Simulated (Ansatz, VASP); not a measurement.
One calculation of BaS, two programs

The input INCAR:

```
ALGO     = Normal         # electronic algorithm
EDIFF    = 1E-6           # SCF threshold, eV
ENCUT    = 500            # plane-wave cutoff, eV
GGA      = PE             # functional
GGA_COMPAT= False        
ISIF     = 2              # what is computed and relaxed
ISMEAR   = 0              # smearing method
IVDW     = 13             # dispersion correction
LASPH    = True           # aspherical terms in the spheres
LCHARG   = False          # write CHGCAR
LREAL    = False          # projectors in reciprocal space
LWAVE    = False          # write WAVECAR
NBANDS   = 15             # bands
NELM     = 120            # most SCF steps
PREC     = Accurate       # precision mode
SIGMA    = 0.01           # smearing width, eV
```

File KPOINTS:

```
k-points
0
Gamma
  6 6 6
```

POSCAR

```
BaS
1.0
    0.0000000000      3.1396081846      3.1396081846
    3.1396081846      0.0000000000      3.1396081846
    3.1396081846      3.1396081846      0.0000000000
Ba S
1 1
Direct
    0.0000000000      0.0000000000      0.0000000000
    0.5000000000      0.5000000000      0.5000000000
```

Input for Ansatz:

```yaml
crystal:
  lattice:
    - [0.0, 3.139608184644915, 3.139608184644915]
    - [3.139608184644915, 0.0, 3.139608184644915]
    - [3.139608184644915, 3.139608184644915, 0.0]
  atoms:
    - { symbol: Ba, position: [0.0, 0.0, 0.0] }
    - { symbol: S, position: [0.5, 0.5, 0.5] }
basis:
  ecutwfc: 530.622031796766
kpoints:
  mp_grid:
    grid: [6, 6, 6]
hamiltonian:
  xc: pbe
  dispersion: d4
scf:
  algorithm: direct_min
  occupations:
    method: fixed
```

Alike in both runs: task single point; functional PBE; dispersion D4; k mesh 6 × 6 × 6; no spin polarisation.

```csv
,VASP,Ansatz
version,VASP 6.6.1,Ansatz 0.2.0
potentials or method,"VASP PAW PBE potentials, release 64 (Ba_sv, S), cutoff 500 eV","plane waves, PAW"
occupations,"gaussian, width 0.01 eV",fixed
valence electrons in the cell,16,16
```

VASP gave:

* gap on the k mesh at the Fermi level (eV): 2.01

**Question.** Which values does Ansatz return?

**Answer.** gap on the k mesh at the Fermi level (eV): 2.12.

Neither program's run includes spin-orbit coupling.
